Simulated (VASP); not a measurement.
A run of VASP 6.6.1 is set up as follows.

Contents of INCAR:

```
SYSTEM = SiS2
ALGO = Normal ; EDIFF = 1E-7
EDIFFG = -0.005 ; ENCUT = 500
GGA = PE ; GGA_COMPAT = .FALSE.
IBRION = 2 ; ISIF = 3
ISMEAR = 0 ; LASPH = .TRUE.
LCHARG = .FALSE. ; LREAL = .FALSE.
LWAVE = .FALSE. ; NELM = 120
NELMIN = 4 ; NSW = 100
PREC = Accurate ; SIGMA = 0.02
```

Contents of KPOINTS:

```
k-points
0
G
  6 6 6
  0 0 0
```

File POSCAR:

```
SiS2
1.0
   -2.8746902717      4.9104522643      2.7743526901
    2.8746902717     -4.9104522643      2.7743526901
    2.8746902717      4.9104522643     -2.7743526901
Si S
2 4
Direct
    0.7500000000      0.7500000000      0.0000000000
    0.2500000000      0.2500000000      0.0000000000
    0.8847451400      0.7985647100      0.6833098500
    0.1152548700      0.2014352900      0.3166901500
    0.6152548700      0.2985647100      0.9138195800
    0.3847451300      0.7014352900      0.0861804200
```

Potentials or basis: VASP PAW PBE potentials, release 64 (Si, S).

Command:

```bash
$ cat potpaw_PBE.64/Si/POTCAR potpaw_PBE.64/S/POTCAR > POTCAR
$ mpirun -np 1 vasp_std > vasp.out
```

Estimate the band gap on the k mesh.

3.09 eV, indirect (least direct gap 3.43 eV).

What does it give for the relaxed cell?

a = 6.900 Å, b = 6.900 Å, c = 6.900 Å, α = 126.09°, β = 74.85°, γ = 132.25°.

Predict the relaxed volume.

31.91 Å³/atom.

Final structure:
```
Si S
1.0
    -3.12770    5.47958    2.79263
     3.12770   -5.47958    2.79263
     3.12770    5.47958   -2.79263
Si S
2 4
Direct
  0.75000 0.75000 0.00000
  0.25000 0.25000 0.00000
  0.89493 0.81539 0.71032
  0.10507 0.18461 0.28968
  0.60507 0.31539 0.92046
  0.39493 0.68461 0.07954
```

Caveat: the volume moved by over 15 % at a fixed basis, so the end points are rough. A k mesh can miss the band edges.
